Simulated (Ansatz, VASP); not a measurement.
**Se in VASP and in Ansatz**

```
Se
1.0
    -3.75342    3.75342    2.57492
     3.75342   -3.75342    2.57492
     3.75342    3.75342   -2.57492
Se
6
Direct
  0.00000 0.00000 0.00000
  0.75000 0.25000 0.50000
  0.37500 0.62500 0.75000
  0.37500 0.12500 0.75000
  0.37500 0.62500 0.25000
  0.87500 0.62500 0.25000
```

Alike in both runs: functional PBE; k mesh 10 × 10 × 10; occupations gaussian, width 0.1 eV; no spin polarisation.

Ansatz relaxed the structure, and its values are those at the end. VASP's run is a single point on that final structure, the one shown.

```csv
,VASP,Ansatz
version,VASP 6.6.1,Ansatz 0.2.0
potentials or method,"VASP PAW PBE potentials, release 64 (Se), cutoff 520 eV","scalar-relativistic, plane waves, PAW"
valence electrons in the cell,36,96
```

|  | VASP | Ansatz | Ansatz less VASP |
| --- | --- | --- | --- |
| gap on the k mesh at the Fermi level (eV) | none | none | - |
| pressure (GPa) | 0.0 | 0.0 | -0.02 |

A gap of «none» marks a metal or a gap that the smearing closes. With one functional, cell and mesh, what is left measures potentials, basis and numerics. VASP's potentials hold 36 valence electrons a cell and Ansatz's 96, so a difference there can come from the potentials and not from the codes.
